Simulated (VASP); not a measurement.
Wanted: the native input for a VASP 6.6.1 run.

```yaml
Task: single point
Functional: PBE
Potentials_or_basis: VASP PAW PBE potentials, release 64 (Si)
Cutoff: 500 eV
k_mesh: 10 × 10 × 10
Occupations: gaussian, width 0.02 eV
Spin: no spin polarisation
Dipole_correction: no
Further_INCAR_settings: ALGO = Normal; EDIFF = 1e-06; NBANDS = 11
```

The structure of Si lies in POSCAR:

```
Si
1.0
    0.0000000000      2.7884762242      2.7884762242
    2.7884762242      0.0000000000      2.7884762242
    2.7884762242      2.7884762242      0.0000000000
Si
2
Direct
    0.7500000000      0.7500000000      0.7500000000
    0.5000000000      0.5000000000      0.5000000000
```

This cell differs from its parent crystal: volume scaled by 1.06.

One way to write it, as run:

INCAR

```
SYSTEM = Si
PREC = Accurate ; ENCUT = 500
EDIFF = 1E-6 ; ISMEAR = 0
SIGMA = 0.02 ; LREAL = .FALSE.
LASPH = .TRUE. ; NELM = 120
ALGO = Normal ; ISIF = 2
LWAVE = .FALSE. ; LCHARG = .FALSE.
GGA = PE ; NBANDS = 11
GGA_COMPAT = .FALSE.
```

KPOINTS

```
regular mesh
0
G
  10 10 10
  0 0 0
```

Potentials or basis: VASP PAW PBE potentials, release 64 (Si).

Launch:

```sh
$ cat potpaw_PBE.64/Si/POTCAR > POTCAR
$ mpirun -np 1 vasp_std > vasp.out
```

Results of the run:

| Quantity | Value |
| --- | --- |
| Pressure | -4.6 GPa |
| Band gap on the k mesh | 0.71 eV, indirect (least direct gap 2.39 eV) |

Wall time 31 s on 1 thread of Intel Xeon 8259CL, with other jobs on the host, peak memory 0.16 GiB.
